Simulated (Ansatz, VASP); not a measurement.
## ZnS in VASP and in Ansatz

```
CELL_PARAMETERS angstrom
3.84829 0.00000 0.00000
0.00000 5.44231 0.00000
0.00000 0.00000 24.62073
ATOMIC_POSITIONS crystal
Zn 0.50000 0.44644 0.32223
Zn 0.00000 0.01524 0.37845
Zn 0.50000 0.51283 0.46278
Zn 0.00000 0.01283 0.53722
Zn 0.50000 0.51524 0.62155
Zn 0.00000 0.94644 0.67777
S 0.00000 0.24963 0.29906
S 0.50000 0.76451 0.38380
S 0.00000 0.26135 0.45951
S 0.50000 0.76135 0.54049
S 0.00000 0.26451 0.61620
S 0.50000 0.74963 0.70094
```

Alike in both runs: functional PBE; k mesh 7 × 5 × 1; occupations gaussian, width 0.05 eV; no spin polarisation.

Ansatz relaxed the structure, and its values are those at the end. VASP's run is a single point on that final structure, the one shown.

|  | VASP | Ansatz |
| --- | --- | --- |
| version | VASP 6.6.1 | Ansatz 0.2.0 |
| potentials or method | VASP PAW PBE potentials, release 64 (Zn, S), cutoff 520 eV | scalar-relativistic, plane waves, PAW |
| valence electrons in the cell | 108 | 108 |

Ansatz gave:

| Quantity | Value |
| --- | --- |
| gap on the k mesh at the Fermi level (eV) | 2.30 |
| least direct gap on the mesh (eV) | 2.30 |
| rms of the force components (eV/Å) | 0.006 |

Question: Estimate VASP's values.

Answer: gap on the k mesh at the Fermi level (eV): 2.30; least direct gap on the mesh (eV): 2.30; rms of the force components (eV/Å): 0.008.

Ansatz's warnings: xc potential rough in thin density.
